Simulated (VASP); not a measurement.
# Mn (P6_3/mmc) in VASP: notebook

Mn is run at these levels: LDA; tasks: single point.

Program: VASP 6.6.1. These are calculated values, not measurements. Logs are shortened: lines on timing, memory, paths and dates and some standing lists are left out, and cuts for length are marked.

### 1 The cell of the first run

It takes space group P6_3/mmc (No. 194, hexagonal). The conventional cell has a = 2.400 Å, b = 2.400 Å, c = 7.733 Å, α = 90.00°, β = 90.00°, γ = 120.00°. Within 3.1 Å of Mn (site symmetry -3m) lie 12 Mn at 2.38 to 2.40 Å. Within 3.1 Å of Mn (site symmetry -6m2) lie 12 Mn at 2.38 to 2.40 Å.

### 2 Single point, LDA, collinear spin, antiferromagnetic start (volume scaled by 0.96)

The input, INCAR:

```
SYSTEM = Mn
PREC = Accurate
ENCUT = 520
EDIFF = 1E-6
ISMEAR = -1
SIGMA = 0.05
LREAL = .False.
LASPH = .True.
NELM = 150
ALGO = Normal
ISIF = 2
LWAVE = .False.
LCHARG = .True.
ISPIN = 2
MAGMOM = 3 3 -3 -3
LORBIT = 11
LMAXMIX = 4
GGA = CA
LELF = .True.
LVHAR = .True.
NBANDS = 38
```

The input, KPOINTS:

```
Automatic mesh
0
Gamma
  17 17 5
  0 0 0
```

The input, POSCAR:

```
Mn
1.0
    2.3999015228      0.0000000000      0.0000000000
   -1.1999507614      2.0783756853      0.0000000000
    0.0000000000      0.0000000000      7.7325421605
Mn
4
Direct
    1.0000000000      0.0000000000      0.0000000000
    1.0000000000      0.0000000000      0.5000000000
    0.3333333333      0.6666666667      0.2500000000
    0.6666666667      0.3333333333      0.7500000000
```

Potentials or basis: VASP PAW LDA potentials, release 64 (Mn_pv).

The run is started by

```sh
$ cat potpaw_LDA.64/Mn_pv/POTCAR > POTCAR
$ mpirun -np 1 vasp_std > vasp.out
```

OUTCAR:

```text
SYSTEM = Mn
   PREC = Accurate
   ENCUT = 520
   EDIFF = 1E-6
   ISMEAR = -1
   LREAL = .False.
   LASPH = .True.
   NELM = 150
   ISIF = 2
   ISPIN = 2
   LORBIT = 11
   GGA = CA

 ion  position               nearest neighbor table
   1  0.000  0.000  0.000-   3 2.38   4 2.38   3 2.38   4 2.38   4 2.38   3 2.38
   2  0.000  0.000  0.500-   3 2.38   4 2.38   3 2.38   4 2.38   4 2.38   3 2.38
   3  0.333  0.667  0.250-   1 2.38   2 2.38   1 2.38   2 2.38   1 2.38   2 2.38
   4  0.667  0.333  0.750-   1 2.38   2 2.38   1 2.38   2 2.38   1 2.38   2 2.38

  LATTYP: Found a hexagonal cell.
 ALAT       =     2.3999015228
 C/A-ratio  =     3.2220247735

  Lattice vectors:

 A1 = (   2.3999015228,   0.0000000000,   0.0000000000)
 A2 = (  -1.1999507614,   2.0783756853,   0.0000000000)
 A3 = (   0.0000000000,   0.0000000000,   7.7325421605)

Analysis of symmetry for initial positions (statically):
=====================================================================
 Subroutine PRICEL returns:
 Original cell was already a primitive cell.

 Routine SETGRP: Setting up the symmetry group for a
 hexagonal supercell.

 Subroutine GETGRP returns: Found 24 space group operations
 (whereof 12 operations were pure point group operations)
 out of a pool of 24 trial point group operations.

The static configuration has the point symmetry D_3d.
 The point group associated with its full space group is D_6h.

Analysis of symmetry for dynamics (positions and initial velocities):
=====================================================================
 Subroutine PRICEL returns:
 Original cell was already a primitive cell.

 Routine SETGRP: Setting up the symmetry group for a
 hexagonal supercell.

 Subroutine GETGRP returns: Found 24 space group operations
 (whereof 12 operations were pure point group operations)
 out of a pool of 24 trial point group operations.

The dynamic configuration has the point symmetry D_3d.
 The point group associated with its full space group is D_6h.

Analysis of structural, dynamic, and magnetic symmetry:
=====================================================================
 Subroutine PRICEL returns:
 Original cell was already a primitive cell.

 Routine SETGRP: Setting up the symmetry group for a
 hexagonal supercell.

 Subroutine GETGRP returns: Found 24 space group operations
 (whereof 12 operations were pure point group operations)
 out of a pool of 24 trial point group operations.

The overall configuration has the point symmetry D_3d.
 The point group associated with its full space group is D_6h.

 Subroutine INISYM returns: Found 24 space group operations
 (whereof 12 operations are pure point group operations),
 and found     1 'primitive' translations

----------------------------------------------------------------------------------------

                                     Primitive cell

  volume of cell :      38.5691

  direct lattice vectors                    reciprocal lattice vectors
     2.399901523  0.000000000  0.000000000     0.416683764  0.240572483  0.000000000
    -1.199950761  2.078375685  0.000000000     0.000000000  0.481144967  0.000000000
     0.000000000  0.000000000  7.732542161     0.000000000  0.000000000  0.129323576

  length of vectors
     2.399901523  2.399901523  7.732542161     0.481144967  0.481144967  0.129323576

  position of ions in fractional coordinates (direct lattice)
     0.000000000  0.000000000  0.000000000
     0.000000000  0.000000000  0.500000000
     0.333333333  0.666666667  0.250000000
     0.666666667  0.333333333  0.750000000

  ion indices of the primitive-cell ions
   primitive index   ion index
                 1           1
                 2           2
                 3           3
                 4           4

----------------------------------------------------------------------------------------

 KPOINTS: Automatic mesh

Automatic generation of k-mesh.
 Grid dimensions read from file:
 generate k-points for:   17   17    5

 Generating k-lattice:

  Cartesian coordinates                     Fractional coordinates (reciprocal lattice)
     0.024510810  0.014151323  0.000000000     0.058823529 -0.000000000  0.000000000
     0.000000000  0.028302645  0.000000000     0.000000000  0.058823529  0.000000000
     0.000000000  0.000000000  0.025864715     0.000000000  0.000000000  0.200000000

  Length of vectors
     0.028302645  0.028302645  0.025864715

  Shift w.r.t. Gamma in fractional coordinates (k-lattice)
     0.000000000  0.000000000  0.000000000

 Subroutine IBZKPT returns following result:
 ===========================================

 Found     99 irreducible k-points:

 Following reciprocal coordinates:
            Coordinates               Weight
  0.000000  0.000000  0.000000      1.000000
  0.058824  0.000000  0.000000      6.000000
  0.117647  0.000000  0.000000      6.000000
  0.176471  0.000000  0.000000      6.000000
  0.235294  0.000000  0.000000      6.000000
  0.294118  0.000000  0.000000      6.000000
[... 16 lines left out ...]
  0.411765  0.117647  0.000000     12.000000
  0.176471  0.176471  0.000000      6.000000
 [... further k-points ...]
   k-points           NKPTS =     99   k-points in BZ     NKDIM =     99   number of bands    NBANDS=     38
   number of dos      NEDOS =    301   number of ions     NIONS =      4
   total plane-waves  NPLWV =  19440
   dimension x,y,z NGX =    18 NGY =   18 NGZ =   60
   dimension x,y,z NGXF=    36 NGYF=   36 NGZF=  120
   ions per type =               4
   NGX,Y,Z   is equivalent  to a cutoff of  12.47, 12.47, 12.90 a.u.
   NGXF,Y,Z  is equivalent  to a cutoff of  24.94, 24.94, 25.80 a.u.
 SYSTEM =  Mn
   PREC   = accura    normal or accurate (medium, high low for compatibility)
   ISTART =      0    job   : 0-new  1-cont  2-samecut
   ICHARG =      2    charge: 1-file 2-atom 10-const
   ISPIN  =      2    spin polarized calculation?
   LNONCOLLINEAR =      F non collinear calculations
   LSORBIT =      F    spin-orbit coupling
   LASPH  =      T    aspherical Exc in radial PAW
   ENCUT  =  520.0 eV  38.22 Ry    6.18 a.u.   4.46  4.46 14.38*2*pi/ulx,y,z
   NELM   =    150;   NELMIN=  2; NELMDL= -5     # of ELM steps
   EDIFF  = 0.1E-05   stopping-criterion for ELM
   LREAL  =      F    real-space projection
   EDIFFG = 0.1E-04   stopping-criterion for IOM
   NSW    =      0    number of steps for IOM
   IBRION =     -1    ionic relax: 0-MD 1-quasi-New 2-CG
   NFREE  =      0    steps in history (QN), initial steepest desc. (CG)
   ISIF   =      2    stress and relaxation
   ISYM   =      2    0-nonsym 1-usesym 2-fastsym
   POTIM  = 0.5000    time-step for ionic-motion
   TEBEG  =    0.0;   TEEND  =   0.0 temperature during run
   PSTRESS=    0.0 pullay stress
   NELECT =      52.0000    total number of electrons
   NUPDOWN=      -1.0000    fix difference up-down
   EMIN   =  10.00;   EMAX   =-10.00  energy-range for DOS
   EFERMI =   0.00;   METHOD = LEGACY
   ISMEAR =    -1;   SIGMA  =   0.05  broadening in eV -4-tet -1-fermi 0-gaus
   EFERMI_NEDOS =   21; number of points for ismear=-14 and -15
   IALGO  =     38    algorithm
   IMIX   =      4    mixing-type and parameters
     AMIX     =   0.40;   BMIX     =  1.00
     AMIX_MAG =   1.60;   BMIX_MAG =  1.00
  volume/ion in A,a.u.               =       9.64        65.07
  Fermi-wavevector in a.u.,A,eV,Ry     =   1.808545  3.417655 44.502419  3.270836
  Thomas-Fermi vector in A             =   2.867600
   LORBIT       =     11    0 simple, 1 ext, 2 COOP (PROOUT), +10 PAW based schemes
   GGA     = CA    functional components
   LHFCALC =     F    Hartree Fock is set to
   AEXX    =    0.0000 exact exchange contribution
   IVDW    =     0    specifies the selected vdW correction
   LEPSILON=     F    determine dielectric tensor
   LRPA    =     F    only Hartree local field effects (RPA)
 spin polarized calculation
  energy-cutoff  :      520.00
  volume of cell :       38.57
 maximum number of plane-waves:      1067
 NGX is ok and might be reduce to    18
   NGX =  9   NGY =  9   NGZ = 29

 number of electron      51.9999974 magnetization       0.0003418

 Free energy of the ion-electron system (eV)
  ---------------------------------------------------
  ext. energy  EPLUGINS =         0.00000000
  ---------------------------------------------------
  free energy    TOTEN  =       -40.54411732 eV

  energy without entropy =      -40.50994806  energy(sigma->0) =      -40.52703269

 E-fermi :  11.8611     XC(G=0): -15.0446

 val. band max:       11.8550698923   @ k =   0.2941   0.0588   0.0000
 cond. band min:      11.8643005697   @ k =   0.2941   0.1765   0.0000
 fundamental gap:      0.0092306773
 Fermi energy:        11.8611141392

 spin component 1

 k-point     1 :       0.0000    0.0000    0.0000
  band No.  band energies     occupation
      1     -36.3175      1.00000
      2     -35.8001      1.00000
      3     -35.7153      1.00000
      4     -35.3330      1.00000
      5     -35.3330      1.00000
      6     -35.2620      1.00000
[... 30 lines left out ...]
     37      22.4962      0.00000
     38      29.9272      0.00000

 k-point     2 :       0.0588    0.0000    0.0000
  band No.  band energies     occupation
      1     -36.3049      1.00000
      2     -35.8031      1.00000
      3     -35.7197      1.00000
      4     -35.3604      1.00000
      5     -35.3419      1.00000
      6     -35.2826      1.00000
[... 30 lines left out ...]
     37      22.4887      0.00000
     38      30.0121      0.00000

 k-point     3 :       0.1176    0.0000    0.0000
  band No.  band energies     occupation
      1     -36.2678      1.00000
      2     -35.8156      1.00000
      3     -35.7376      1.00000
      4     -35.4372      1.00000
      5     -35.3671      1.00000
      6     -35.3379      1.00000
[... 30 lines left out ...]
     37      22.4711      0.00000
[... 781 lines left out ...]
 k-point    23 :       0.4118    0.1176    0.0000
  band No.  band energies     occupation
      1     -36.2143      1.00000
      2     -36.2127      1.00000
      3     -36.0236      1.00000
      4     -36.0043      1.00000
      5     -35.7389      1.00000
      6     -35.6531      1.00000
[... 30 lines left out ...]
     37      22.9904      0.00000
     38      23.0472      0.00000

 k-point    24 :       0.1765    0.1765    0.0000
  band No.  band energies     occupation
      1     -36.0317      1.00000
      2     -35.9942      1.00000
      3     -35.9643      1.00000
      4     -35.7911      1.00000
      5     -35.7571      1.00000
      6     -35.5643      1.00000
[... 30 lines left out ...]
     37      22.6549      0.00000
     38      27.1608      0.00000

 [... further k-points ...]

 spin component 2

 k-point     1 :       0.0000    0.0000    0.0000
  band No.  band energies     occupation
      1     -36.3176      1.00000
      2     -35.8011      1.00000
      3     -35.7142      1.00000
      4     -35.3329      1.00000
      5     -35.3329      1.00000
      6     -35.2611      1.00000
[... 30 lines left out ...]
     37      22.4963      0.00000
     38      29.9272      0.00000

 k-point     2 :       0.0588    0.0000    0.0000
  band No.  band energies     occupation
      1     -36.3049      1.00000
      2     -35.8041      1.00000
      3     -35.7186      1.00000
      4     -35.3603      1.00000
      5     -35.3418      1.00000
      6     -35.2818      1.00000
[... 30 lines left out ...]
     37      22.4887      0.00000
     38      30.0120      0.00000

 k-point     3 :       0.1176    0.0000    0.0000
  band No.  band energies     occupation
      1     -36.2679      1.00000
      2     -35.8165      1.00000
      3     -35.7366      1.00000
      4     -35.4371      1.00000
      5     -35.3670      1.00000
      6     -35.3372      1.00000
[... 30 lines left out ...]
     37      22.4711      0.00000
[... 781 lines left out ...]
 k-point    23 :       0.4118    0.1176    0.0000
  band No.  band energies     occupation
      1     -36.2145      1.00000
      2     -36.2123      1.00000
      3     -36.0244      1.00000
      4     -36.0036      1.00000
      5     -35.7392      1.00000
      6     -35.6528      1.00000
[... 30 lines left out ...]
     37      22.9907      0.00000
     38      23.0472      0.00000

 k-point    24 :       0.1765    0.1765    0.0000
  band No.  band energies     occupation
      1     -36.0318      1.00000
      2     -35.9941      1.00000
      3     -35.9644      1.00000
      4     -35.7903      1.00000
      5     -35.7578      1.00000
      6     -35.5641      1.00000
[... 30 lines left out ...]
     37      22.6550      0.00000
     38      27.1609      0.00000

 [... further k-points ...]
[... 5 lines left out ...]
  --------------------------------------------------------------------------------------
  -------------------------------------------------------------------------------------
  Total        3.7169072      3.7169072      3.6543371      0.0000000      0.0000000      0.0000000
  in kB      154.4018592    154.4018592    151.8026713      0.0000000      0.0000000      0.0000000
  external PRESSURE =     153.5354633 kB  Pullay stress =       0.0000000 kB

 VOLUME and BASIS-vectors are now :
 -----------------------------------------------------------------------------
  energy-cutoff  :      520.00
  volume of cell :       38.57
      direct lattice vectors                 reciprocal lattice vectors
     2.399901523  0.000000000  0.000000000     0.416683764  0.240572483  0.000000000
    -1.199950761  2.078375685  0.000000000     0.000000000  0.481144967  0.000000000
     0.000000000  0.000000000  7.732542161     0.000000000  0.000000000  0.129323576

 POSITION                                       TOTAL-FORCE (eV/Angst)
 -----------------------------------------------------------------------------------
      0.00000      0.00000      0.00000        -0.000000      0.000000      0.000000
      0.00000      0.00000      3.86627        -0.000000      0.000000      0.000000
     -0.00000      1.38558      1.93314         0.000000      0.000000     -0.000000
      1.19995      0.69279      5.79941        -0.000000     -0.000000      0.000000
 -----------------------------------------------------------------------------------
    total drift:                                0.000000     -0.000000      0.000000

  FREE ENERGIE OF THE ION-ELECTRON SYSTEM (eV)
  ---------------------------------------------------
  free  energy   TOTEN  =       -40.5441173171 eV

  energy  without entropy=      -40.5099480642  energy(sigma->0) =      -40.52703269

 total charge

# of ion       s       p       d       tot
------------------------------------------
    1        0.472   6.470   5.300  12.243
    2        0.472   6.470   5.300  12.243
    3        0.473   6.472   5.286  12.231
    4        0.473   6.472   5.286  12.231
--------------------------------------------------
tot          1.889  25.884  21.173  48.947

 magnetization (x)

# of ion       s       p       d       tot
------------------------------------------
    1        0.000   0.000   0.001   0.001
    2        0.000   0.000   0.001   0.001
    3       -0.000  -0.000  -0.001  -0.001
    4       -0.000  -0.000  -0.001  -0.001
--------------------------------------------------
tot          0.000   0.000   0.000   0.000
```

Wall time 5.7 min (1 thread of Oxide Virtual Turin-like, shared host); peak memory 0.25 GiB.

Results:

```yaml
Free_energy: -40.5441 eV
Pressure: 15.4 GPa
Band_gap_on_the_k_mesh: zero (filled and empty bands overlap)
Net_moment: 0.00 μB per cell
Valence_electrons_inside_the_program's_atomic_spheres: Mn 12.24, 12.23
```

Levels at points of the mesh, in eV from the Fermi level:
Spin up:
```
           k point  band 22  band 23  band 24  band 25  band 26  band 27  band 28  band 29  band 30  band 31
(0.00, 0.00, 0.00)    -1.39    -1.18    -0.92    -0.92    -0.83    -0.83     0.25     0.25     0.78     0.78
```
Spin down:
```csv
k point,band 22,band 23,band 24,band 25,band 26,band 27,band 28,band 29,band 30,band 31
"(0.00, 0.00, 0.00)",-1.39,-1.18,-0.92,-0.92,-0.83,-0.83,0.25,0.25,0.78,0.78
```

Caveat: the cell differs from its parent crystal (volume scaled by 0.96); the starting moments collapsed, and a magnetic state may lie lower.

### 3 Single point, LDA, collinear spin, antiferromagnetic start

This run uses another cell than the first one, of 10.04 Å³/atom, 1.042 times its volume.

The input, INCAR:

```
PREC = Accurate
ENCUT = 520
EDIFF = 1E-6
ISMEAR = -1
SIGMA = 0.05
LREAL = F
LASPH = T
NELM = 150
ALGO = Normal
ISIF = 2
LWAVE = F
LCHARG = F
ISPIN = 2
MAGMOM = 3 3 -3 -3
LORBIT = 11
LMAXMIX = 4
GGA = CA
NBANDS = 38
```

The input, KPOINTS:

```
regular mesh
0
Gamma
  17 17 5
```

The input, POSCAR:

```
Mn
1.0
    2.4327809719      0.0000000000      0.0000000000
   -1.2163904859      2.1068501235      0.0000000000
    0.0000000000      0.0000000000      7.8384805599
Mn
4
Direct
    1.0000000000      0.0000000000      0.0000000000
    1.0000000000      0.0000000000      0.5000000000
    0.3333333333      0.6666666667      0.2500000000
    0.6666666667      0.3333333333      0.7500000000
```

Potentials or basis: VASP PAW LDA potentials, release 64 (Mn_pv).

The run is started by

```sh
$ cat potpaw_LDA.64/Mn_pv/POTCAR > POTCAR
$ mpirun -np 1 vasp_std > vasp.out
```

Wall time 9.4 min (1 thread of Oxide Virtual Turin-like, shared host); peak memory 0.25 GiB.

It converged, with:

```yaml
Free_energy: -40.6207 eV
Pressure: 0.4 GPa
Band_gap_on_the_k_mesh: zero (filled and empty bands overlap)
Net_moment: 0.00 μB per cell
Valence_electrons_inside_the_program's_atomic_spheres: Mn 12.15, 12.13
```

Stress tensor (GPa, compression positive):
```
0.44 0.00 0.00
0.00 0.44 0.00
0.00 0.00 0.23
```

Levels at points of the mesh, in eV from the Fermi level:
Spin up:
```
           k point  band 22  band 23  band 24  band 25  band 26  band 27  band 28  band 29  band 30  band 31
(0.00, 0.00, 0.00)    -1.31    -1.10    -0.86    -0.86    -0.78    -0.78     0.24     0.24     0.75     0.75
```
Spin down:
| k point | band 23 | band 24 | band 25 | band 26 | band 27 | band 28 | band 29 | band 30 |
| --- | --- | --- | --- | --- | --- | --- | --- | --- |
| (0.00, 0.00, 0.00) | -1.10 | -0.86 | -0.86 | -0.78 | -0.78 | 0.24 | 0.24 | 0.74 |

Caveat: the starting moments collapsed, and a magnetic state may lie lower.
